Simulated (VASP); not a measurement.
Here is a VASP 6.6.1 calculation.

Contents of INCAR:

```
PREC     = Accurate       # precision mode
ENCUT    = 520            # plane-wave cutoff, eV
EDIFF    = 1E-6           # SCF threshold, eV
ISMEAR   = -5             # smearing method
SIGMA    = 0.05           # smearing width, eV
LREAL    = F              # projectors in reciprocal space
LASPH    = T              # aspherical terms in the spheres
NELM     = 80             # most SCF steps
ALGO     = Normal         # electronic algorithm
ISIF     = 2              # what is computed and relaxed
LWAVE    = F              # write WAVECAR
LCHARG   = F              # write CHGCAR
NBANDS   = 56             # bands
```

Contents of KPOINTS:

```
Automatic mesh
0
Gamma
  6 6 6
```

Contents of POSCAR:

```
HfO2
1.0
    5.1150000000      0.0000000000      0.0000000000
    0.0000000000     -5.1150000000      0.0000000000
    0.0000000000      0.0000000000     -5.1150000000
Hf O
4 8
Direct
   -0.0276483590      0.4723516410      0.5000000000
    0.5000000000      0.0000000000      0.5000000000
    0.5000000000      0.5000000000      0.0000000000
    0.0000000000      0.0000000000      0.0000000000
    0.2500000000      0.2500000000      0.2500000000
    0.7500000000      0.7500000000      0.2500000000
    0.7500000000      0.2500000000      0.7500000000
    0.2500000000      0.7500000000      0.7500000000
    0.7500000000      0.7500000000      0.7500000000
    0.2500000000      0.2500000000      0.7500000000
    0.2500000000      0.7500000000      0.2500000000
    0.7500000000      0.2500000000      0.2500000000
```

Potentials or basis: VASP PAW LDA potentials, release 64 (Hf_pv, O).

Launch:

```console
$ cat potpaw_LDA.64/Hf_pv/POTCAR potpaw_LDA.64/O/POTCAR > POTCAR
$ mpirun -np 1 vasp_std > vasp.out
```

**Question.** Predict the largest force.

**Answer.** 2.753 eV/Å.

**Question.** Estimate the band gap on the k mesh.

**Answer.** 3.25 eV.

**Question.** Estimate the pressure.

**Answer.** -18.1 GPa.

Forces in eV/Å, atoms in the order of the input:
```
Hf   1.947 -1.947  0.000
Hf  -1.232  1.232  0.000
Hf  -1.217 -1.184  0.000
Hf   1.184  1.217  0.000
O   -0.121  0.097 -0.022
O   -0.097  0.121 -0.022
O   -0.271  0.271 -0.167
O    0.149 -0.149 -0.219
O   -0.097  0.121  0.022
O   -0.121  0.097  0.022
O    0.149 -0.149  0.219
O   -0.271  0.271  0.167
```

Caveat: the cell stands under tension; spin-orbit coupling is left out, which moves the levels of the heavy elements; forces of over 1 eV/Å act on the atoms, so gaps and moduli don't describe the material at rest. A k mesh can miss the band edges.
